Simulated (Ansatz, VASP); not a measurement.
**One calculation of Si15Ni, two programs**

File INCAR:

```
PREC = Accurate
ENCUT = 520
EDIFF = 1E-6
ISMEAR = 0
SIGMA = 0.05
LREAL = Auto
LASPH = T
NELM = 150
ALGO = Normal
ISIF = 2
LWAVE = F
LCHARG = T
ISPIN = 2
MAGMOM = 0.13 0.01 0.01 0.01 0.01 0.01 0.01 0 0.03 0.03 0.03 0 0.03 0 0 0
LORBIT = 11
LMAXMIX = 4
LDAU = T
LDAUTYPE = 2
LDAUL = 2 -1
LDAUU = 5 0
LDAUJ = 0 0
LDAUPRINT = 1
GGA = PS
LELF = T
LVHAR = T
NBANDS = 53
```

The input KPOINTS:

```
regular mesh
0
Gamma
  3 3 3
```

File POSCAR:

```
Si15Ni
1.0
    0.0000000000      5.4370000000      5.4370000000
    5.4370000000      0.0000000000      5.4370000000
    5.4370000000      5.4370000000      0.0000000000
Ni Si
1 15
Direct
    1.0000000000      0.0000000000      1.0000000000
    0.0008460273      0.0008460273      0.4991539727
    0.0008460273      0.4991539727      0.0008460273
    0.0008460273      0.4991539727      0.4991539727
    0.4991539727      0.0008460273      0.0008460273
    0.4991539727      0.0008460273      0.4991539727
    0.4991539727      0.4991539727      0.0008460273
    0.5000000000      0.5000000000      0.5000000000
    0.1202211774      0.1202211774      0.1202211774
    0.1202211774      0.1202211774      0.6393364679
    0.1202211774      0.6393364679      0.1202211774
    0.1235527506      0.6254824165      0.6254824165
    0.6393364679      0.1202211774      0.1202211774
    0.6254824165      0.1235527506      0.6254824165
    0.6254824165      0.6254824165      0.1235527506
    0.6254824165      0.6254824165      0.6254824165
```

Input for Ansatz:

```yaml
crystal:
  lattice:
    - [0.0, 5.437, 5.437]
    - [5.437, 0.0, 5.437]
    - [5.437, 5.437, 0.0]
  atoms:
    - { symbol: Ni, position: [0.0, 0.0, 1.0], spin: 2.0 }
    - { symbol: Si, position: [0.0008460262, 0.0008460262, 0.4991539738] }
    - { symbol: Si, position: [0.0008460262, 0.4991539738, 0.0008460262] }
    - { symbol: Si, position: [0.0008460262, 0.4991539738, 0.4991539738] }
    - { symbol: Si, position: [0.4991539738, 0.0008460262, 0.0008460262] }
    - { symbol: Si, position: [0.4991539738, 0.0008460262, 0.4991539738] }
    - { symbol: Si, position: [0.4991539738, 0.4991539738, 0.0008460262] }
    - { symbol: Si, position: [0.5, 0.5, 0.5] }
    - { symbol: Si, position: [0.1202211887, 0.1202211887, 0.1202211887] }
    - { symbol: Si, position: [0.1202211887, 0.1202211887, 0.639336434] }
    - { symbol: Si, position: [0.1202211887, 0.639336434, 0.1202211887] }
    - { symbol: Si, position: [0.1235527616, 0.6254824128, 0.6254824128] }
    - { symbol: Si, position: [0.639336434, 0.1202211887, 0.1202211887] }
    - { symbol: Si, position: [0.6254824128, 0.1235527616, 0.6254824128] }
    - { symbol: Si, position: [0.6254824128, 0.6254824128, 0.1235527616] }
    - { symbol: Si, position: [0.6254824128, 0.6254824128, 0.6254824128] }
basis:
  ecutwfc: 420
  ecutrho_ratio: 4
kpoints:
  mp_grid: { grid: [3, 3, 3] }
hamiltonian:
  xc: pbesol
  hubbard:
    sites:
      - { site: 0, l: d, u_eff: 5.0, starting_ns: [{ spin: up, occupation_matrix: s0up }, { spin: down, occupation_matrix: s0down }] }
    occupation_matrices:
      s0up:
        matrix:
          - [0.02, 0.0, 0.0, 0.0, 0.0]
          - [0.0, 0.97, 0.0, 0.0, 0.0]
          - [0.0, 0.0, 0.97, 0.0, 0.0]
          - [0.0, 0.0, 0.0, 0.97, 0.0]
          - [0.0, 0.0, 0.0, 0.0, 0.97]
      s0down:
        matrix:
          - [0.97, 0.0, 0.0, 0.0, 0.0]
          - [0.0, 0.02, 0.0, 0.0, 0.0]
          - [0.0, 0.0, 0.02, 0.0, 0.0]
          - [0.0, 0.0, 0.0, 0.97, 0.0]
          - [0.0, 0.0, 0.0, 0.0, 0.02]
    ns_hold: until_converged
scf:
  occupations: { method: gaussian, width: 0.05 }
  lower_state_search: "off"
  max_iter: 150
output:
  forces: true
  stress: true
  eigenvalues: true
  populations: true
  hubbard: { sites: [{ site: 0, l: d }] }
magnetization:
  spin_polarized: true
```

Alike in both runs: task single point; functional PBEsol; k mesh 3 × 3 × 3; occupations gaussian, width 0.05 eV; collinear spin; Hubbard terms Ni d U = 5.0 eV.

|  | VASP | Ansatz |
| --- | --- | --- |
| version | VASP 6.6.1 | Ansatz 0.2.0 |
| potentials or method | VASP PAW PBE potentials, release 64 (Ni, Si), cutoff 520 eV | scalar-relativistic, plane waves, PAW |
| valence electrons in the cell | 70 | 78 |

VASP gave:

```
gap on the k mesh at the Fermi level (eV)                     : none
pressure (GPa)                                                : -2.5
rms of the force components (eV/Å)                            : 0.047
net moment per atom (μB)                                      : 0.04
size of the moment on the site where the two differ most (μB) : 0.18
```

**Question.** What did Ansatz give for the same quantities?

**Answer.** gap on the k mesh at the Fermi level (eV): none; pressure (GPa): -2.3; rms of the force components (eV/Å): 0.003; net moment per atom (μB): 0.04; size of the moment on the site where the two differ most (μB): 0.12.

VASP's potentials were made for PBE, not for PBEsol. Site moments also hang on the region over which each program counts them. The programs project onto different local orbitals, so the same U acts differently, and such runs can settle in different states. Atom by atom the forces differ by 0.050 eV/Å (rms over components). A gap of «none» marks a metal or a gap that the smearing closes. VASP's potentials hold 70 valence electrons a cell and Ansatz's 78, so a difference there can come from the potentials and not from the codes. Ansatz's warnings: filled band counts differ across k points, specified occupation not kept, symmetry narrowed by occupation matrices.
